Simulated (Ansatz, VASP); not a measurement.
# P2Pb in VASP and in Ansatz

```
P Pb
1.0
    -2.18871    2.18871    3.58971
     2.18871   -2.18871    3.58971
     2.18871    2.18871   -3.58971
P Pb
2 1
Direct
  0.59300 0.59300 0.00000
  0.40700 0.40700 0.00000
  0.00000 0.00000 0.00000
```

Alike in both runs: task single point; functional r2SCAN; k mesh 6 × 6 × 6; occupations gaussian, width 0.1 eV; no spin polarisation.

|  | VASP | Ansatz |
| --- | --- | --- |
| version | VASP 6.6.1 | Ansatz 0.2.0 |
| potentials or method | VASP PAW PBE potentials, release 64 (P, Pb_d), cutoff 520 eV | scalar-relativistic, plane waves, PAW |
| valence electrons in the cell | 24 | 24 |

```csv
,VASP,Ansatz,Ansatz less VASP
gap on the k mesh at the Fermi level (eV),none,none,-
rms of the force components (eV/Å),39.546,38.206,-1.3395
```

VASP's potentials were made for PBE, not for r2SCAN. Atom by atom the forces differ by 1.340 eV/Å (rms over components). A gap of «none» marks a metal or a gap that the smearing closes.

Neither program's run includes spin-orbit coupling.
